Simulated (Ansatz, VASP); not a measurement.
# SnO2: VASP beside Ansatz

```
Sn O
1.0
    -3.19042    3.33922    3.33922
     3.19042   -3.33922    3.33922
     3.19042    3.33922   -3.33922
Sn O
4 8
Direct
  0.99994 0.24994 0.75000
  0.00006 0.75006 0.25000
  0.50000 0.50000 0.50000
  0.50000 0.00000 0.00000
  0.19393 0.19398 0.50004
  0.69399 0.75006 0.94393
  0.19393 0.69389 0.99996
  0.30613 0.75006 0.55607
  0.69387 0.24994 0.44393
  0.30601 0.24994 0.05607
  0.80607 0.30611 0.00004
  0.80607 0.80602 0.49996
```

Alike in both runs: task single point; functional LDA; k mesh 6 × 6 × 6; occupations gaussian, width 0.05 eV; no spin polarisation.

|  | VASP | Ansatz |
| --- | --- | --- |
| version | VASP 6.6.1 | Ansatz 0.2.0 |
| potentials or method | VASP PAW LDA potentials, release 64 (Sn_d, O), cutoff 520 eV | scalar-relativistic, plane waves, PAW |
| valence electrons in the cell | 104 | 104 |

Ansatz gave:

- gap on the k mesh at the Fermi level (eV): 1.16
- least direct gap on the mesh (eV): 1.16
- pressure (GPa): 0.0
- traceless stress, the component that is largest in VASP (GPa): 0.01
- rms of the force components (eV/Å): 0.000

Q: Which values does VASP return?

A: gap on the k mesh at the Fermi level (eV): 1.20; least direct gap on the mesh (eV): 1.20; pressure (GPa): 1.1; traceless stress, the component that is largest in VASP (GPa): 0.30; rms of the force components (eV/Å): 0.010.

LDA's correlation is that of Perdew and Zunger in VASP and of Perdew and Wang (1992) in Ansatz. Atom by atom the forces differ by 0.010 eV/Å (rms over components).
